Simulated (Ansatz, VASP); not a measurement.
**One calculation of P, two programs**

```xyz
2
Lattice="-1.6915 2.5152 1.8589 1.6915 -2.5152 1.8589 1.6915 2.5152 -1.8589" Properties=species:S:1:pos:R:3 pbc="T T T"
P     0.0000    3.7727    0.1982
P     1.6915   -1.2576    1.6607
```

Alike in both runs: task single point; functional LDA; k mesh 1 × 1 × 1; occupations fermi-dirac, width 0.01 eV; no spin polarisation.

|  | VASP | Ansatz |
| --- | --- | --- |
| version | VASP 6.6.1 | Ansatz 0.2.0 |
| potentials or method | VASP PAW LDA potentials, release 64 (P), cutoff 520 eV | plane waves, PAW |
| valence electrons in the cell | 10 | 10 |

Ansatz gave:

| Quantity | Value |
| --- | --- |
| gap on the k mesh at the Fermi level (eV) | 3.26 |

Estimate VASP's values.

gap on the k mesh at the Fermi level (eV): 3.25.

LDA's correlation is that of Perdew and Zunger in VASP and of Perdew and Wang (1992) in Ansatz.

The k mesh is coarse, so the values compare programs but aren't converged.
